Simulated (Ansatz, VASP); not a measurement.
One calculation of SnO2, two programs

```
Sn O
1.0
     4.10954    0.00000    0.00000
     0.00000    4.63671    0.00000
     0.00000    0.00000    3.13213
Sn O
2 4
Direct
  0.50000 0.50000 0.50000
  0.00000 0.00000 0.00000
  0.25717 0.34833 0.00000
  0.75717 0.15167 0.50000
  0.24283 0.84833 0.50000
  0.74283 0.65167 0.00000
```

Change from the starting cell: volume 9.947 Å^3 an atom, stretch along a over the lengths across it, relative to the relaxed cell 0.8864.

Alike in both runs: functional LDA; k mesh 6 × 6 × 10; occupations gaussian, width 0.05 eV; no spin polarisation.

Ansatz relaxed the structure, and its values are those at the end. VASP's run is a single point on that final structure, the one shown.

```csv
,VASP,Ansatz
version,VASP 6.6.1,Ansatz 0.2.0
potentials or method,"VASP PAW LDA potentials, release 64 (Sn_d, O), cutoff 520 eV","scalar-relativistic, plane waves, PAW"
valence electrons in the cell,52,52
```

Ansatz gave:

- gap on the k mesh at the Fermi level (eV): 3.01
- least direct gap on the mesh (eV): 3.04
- rms of the force components (eV/Å): 0.001

Which values does VASP return?

gap on the k mesh at the Fermi level (eV): 3.05; least direct gap on the mesh (eV): 3.07; rms of the force components (eV/Å): 0.018.

Ansatz warns that its potentials were made for another functional, while VASP's fit it. LDA's correlation is that of Perdew and Zunger in VASP and of Perdew and Wang (1992) in Ansatz. Ansatz's warnings: stress scf threshold loose.
